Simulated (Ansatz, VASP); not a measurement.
# Two plane-wave programs on Al

```
Al
1.0
     2.83209    0.00000    0.00000
    -1.41605    2.45266    0.00000
     0.00000    0.00000    4.59182
Al
2
Direct
  0.33333 0.66667 0.25000
  0.66667 0.33333 0.75000
```

Alike in both runs: functional r2SCAN; dispersion rVV10; k mesh 18 × 18 × 10; occupations gaussian, width 0.1 eV; no spin polarisation.

Ansatz relaxed the structure, and its values are those at the end. VASP's run is a single point on that final structure, the one shown.

```csv
,VASP,Ansatz
version,VASP 6.6.1,Ansatz 0.2.0
potentials or method,"VASP PAW PBE potentials, release 64 (Al), cutoff 550 eV","scalar-relativistic, plane waves, PAW"
valence electrons in the cell,6,6
```

|  | VASP | Ansatz | Ansatz less VASP |
| --- | --- | --- | --- |
| gap on the k mesh at the Fermi level (eV) | none | none | - |
| pressure (GPa) | -0.3 | 0.0 | +0.28 |

VASP's potentials were made for PBE, not for r2SCAN. A gap of «none» marks a metal or a gap that the smearing closes.
